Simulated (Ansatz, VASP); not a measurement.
# TiO2 in VASP and in Ansatz

INCAR

```
PREC     = Accurate       # precision mode
ENCUT    = 600            # plane-wave cutoff, eV
EDIFF    = 1E-6           # SCF threshold, eV
ISMEAR   = 0              # smearing method
SIGMA    = 0.01           # smearing width, eV
LREAL    = False          # projectors in reciprocal space
LASPH    = True           # aspherical terms in the spheres
NELM     = 120            # most SCF steps
ALGO     = Normal         # electronic algorithm
ISIF     = 2              # what is computed and relaxed
LWAVE    = False          # write WAVECAR
LCHARG   = False          # write CHGCAR
GGA      = PS             # functional
NBANDS   = 19             # bands
GGA_COMPAT= False
```

Contents of KPOINTS:

```
Automatic mesh
0
Gamma
  7 7 7
```

Contents of POSCAR:

```
TiO2
1.0
    1.4973300000      0.8644800000      6.9815400000
   -1.4973300000      0.8644800000      6.9815400000
    0.0000000000     -1.7289700000      6.9815400000
Ti O
1 2
Direct
    0.0000000000      0.0000000000      0.0000000000
    0.6204700000      0.6204700000      0.6204700000
    0.3795300000      0.3795300000      0.3795300000
```

Input for Ansatz:

```yaml
crystal:
  lattice:
    - [1.49733, 0.86448, 6.98154]
    - [-1.49733, 0.86448, 6.98154]
    - [0.0, -1.72897, 6.98154]
  atoms:
    - { symbol: Ti, position: [0.0, 0.0, 0.0] }
    - { symbol: O, position: [0.62047, 0.62047, 0.62047] }
    - { symbol: O, position: [0.37953, 0.37953, 0.37953] }
kpoints:
  mp_grid:
    grid: [7, 7, 7]
hamiltonian:
  xc: pbesol
scf:
  occupations:
    method: fixed
output:
  optics:
    de: 0.05
    sigma: 0.3
    nscf_kmesh:
      grid: [9, 9, 9]
    bands:
      spectra_wanted_up_to: 10.0
```

Alike in both runs: task single point; functional PBEsol; k mesh 7 × 7 × 7; no spin polarisation.

|  | VASP | Ansatz |
| --- | --- | --- |
| version | VASP 6.6.1 | Ansatz 0.2.0 |
| potentials or method | VASP PAW PBE potentials, release 64 (Ti_sv, O) | plane waves, PAW |
| plane-wave cutoff (eV) | 600 | 420 |
| occupations | gaussian, width 0.01 eV | fixed |
| valence electrons in the cell | 24 | 24 |

```tsv
	VASP	Ansatz	Ansatz less VASP
gap on the k mesh at the Fermi level (eV)	2.63	2.65	+0.025
```

VASP's potentials were made for PBE, not for PBEsol. Ansatz's warnings: optics band completion.
